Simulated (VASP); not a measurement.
A run of VASP 6.6.1:

INCAR

```
ALGO     = Normal         # electronic algorithm
EDIFF    = 1E-7           # SCF threshold, eV
EDIFFG   = -0.01          # ionic threshold
ENCUT    = 500            # plane-wave cutoff, eV
GGA      = PS             # functional
GGA_COMPAT= False        
IBRION   = 2              # ionic algorithm
ISIF     = 3              # what is computed and relaxed
ISMEAR   = -1             # smearing method
LASPH    = True           # aspherical terms in the spheres
LCHARG   = False          # write CHGCAR
LREAL    = False          # projectors in reciprocal space
LWAVE    = False          # write WAVECAR
NELM     = 120            # most SCF steps
NELMIN   = 4            
NSW      = 80             # ionic steps
PREC     = Accurate       # precision mode
SIGMA    = 0.1            # smearing width, eV
```

The input KPOINTS:

```
k-points
0
Gamma
  11 11 11
```

Contents of POSCAR:

```
Ir
1.0
    0.0000000000      1.9156000000      1.9156000000
    1.9156000000      0.0000000000      1.9156000000
    1.9156000000      1.9156000000      0.0000000000
Ir
1
Direct
    0.0000000000      0.0000000000      0.0000000000
```

Potentials or basis: VASP PAW PBE potentials, release 64 (Ir).

The run is started by

```sh
$ cat potpaw_PBE.64/Ir/POTCAR > POTCAR
$ mpirun -np 1 vasp_std > vasp.out
```

Hardware: 1 thread of Intel(R) Xeon(R) 6975P-C (Granite Rapids) (shared host).

How long does it take, and how much memory?

Wall time 7.4 s on 1 thread of Intel(R) Xeon(R) 6975P-C (Granite Rapids), with other jobs on the host, peak memory 0.13 GiB. Counts: scf iterations 26, k points 56, ion steps 3.
